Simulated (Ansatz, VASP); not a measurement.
**Pb: VASP beside Ansatz**

```xyz
2
Lattice="3.4800 0.0174 0.0174 -1.7249 3.0051 0.0064 0.0279 0.0279 5.5900" Properties=species:S:1:pos:R:3 pbc="T T T"
Pb    0.0170    2.0162    1.4075
Pb    1.7660    1.0343    4.2062
```

Change from the starting cell: equal xy, yz and zx shear strains of +1 %.

Alike in both runs: task single point; functional PBEsol; k mesh 14 × 14 × 8; occupations fermi-dirac, width 0.08 eV; no spin polarisation.

|  | VASP | Ansatz |
| --- | --- | --- |
| version | VASP 6.6.1 | Ansatz 0.2.0 |
| potentials or method | VASP PAW PBE potentials, release 64 (Pb_d), cutoff 520 eV | all-electron LAPW, scalar-relativistic |

Ansatz gave:

- pressure (GPa): 1.0
- traceless stress, the component that is largest in VASP (GPa): 1.23

Q: Estimate VASP's values.

A: Pressure (GPa): 0.9; traceless stress, the component that is largest in VASP (GPa): 1.22.

VASP's potentials were made for PBE, not for PBEsol. Ansatz ran all-electron here, and VASP with PAW potentials.

Spin-orbit coupling is off throughout.
